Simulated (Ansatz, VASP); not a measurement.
**One calculation of TiSi4Ir, two programs**

```xyz
6
Lattice="1.8681 1.0786 7.9089 -1.8681 1.0786 7.9089 0.0000 -2.1571 7.9089" Properties=species:S:1:pos:R:3 pbc="T T T"
Ti    0.0000    0.0000    0.0000
Si    0.0000    0.0000   14.3256
Si    0.0000    0.0000    2.7128
Si    0.0000    0.0000   21.0139
Si    0.0000    0.0000    9.4011
Ir    0.0000    0.0000   11.8634
```

Change from the starting cell: species swapped into the TaVH4 type (R-3m, No. 166).

Alike in both runs: functional PBE; k mesh 12 × 12 × 12; occupations gaussian, width 0.1 eV; no spin polarisation.

Ansatz relaxed the structure, and its values are those at the end. VASP's run is a single point on that final structure, the one shown.

```csv
,VASP,Ansatz
version,VASP 6.6.1,Ansatz 0.2.0
potentials or method,"VASP PAW PBE potentials, release 64 (Ti_sv, Si, Ir), cutoff 500 eV","scalar-relativistic, plane waves, PAW"
valence electrons in the cell,37,45
```

```csv
,VASP,Ansatz,Ansatz less VASP
gap on the k mesh at the Fermi level (eV),none,none,-
pressure (GPa),0.1,0.0,-0.06
rms of the force components (eV/Å),0.006,0.002,-0.0037
```

A gap of «none» marks a metal or a gap that the smearing closes. VASP's potentials hold 37 valence electrons a cell and Ansatz's 45, so a difference there can come from the potentials and not from the codes.

Neither program's run includes spin-orbit coupling.
